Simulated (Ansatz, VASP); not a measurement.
Pb in VASP and in Ansatz

```
Pb
1.0
     3.52437    0.00000    0.00000
    -1.76218    3.05219    0.00000
     0.00000    0.00000   11.03543
Pb
4
Direct
  0.66667 0.33333 0.75000
  0.00000 0.00000 0.50000
  0.33333 0.66667 0.25000
  0.00000 0.00000 0.00000
```

Alike in both runs: task single point; functional PBEsol; k mesh 7 × 7 × 2; occupations fermi-dirac, width 0.05 eV; no spin polarisation.

```csv
,VASP,Ansatz
version,VASP 6.6.1,Ansatz 0.2.0
potentials or method,"VASP PAW PBE potentials, release 64 (Pb_d)",Ansatz PAW
plane-wave cutoff (eV),520,420
valence electrons in the cell,56,56
```

Ansatz gave:

| Item | Value |
| --- | --- |
| gap on the k mesh at the Fermi level (eV) | none |
| pressure (GPa) | 0.6 |
| traceless stress, the component that is largest in VASP (GPa) | 0.93 |

Task: What did VASP give for the same quantities?

Result: gap on the k mesh at the Fermi level (eV): none; pressure (GPa): 0.5; traceless stress, the component that is largest in VASP (GPa): 0.93.

VASP's potentials were made for PBE, not for PBEsol. A gap of «none» marks a metal or a gap that the smearing closes.

Neither program's run includes spin-orbit coupling.
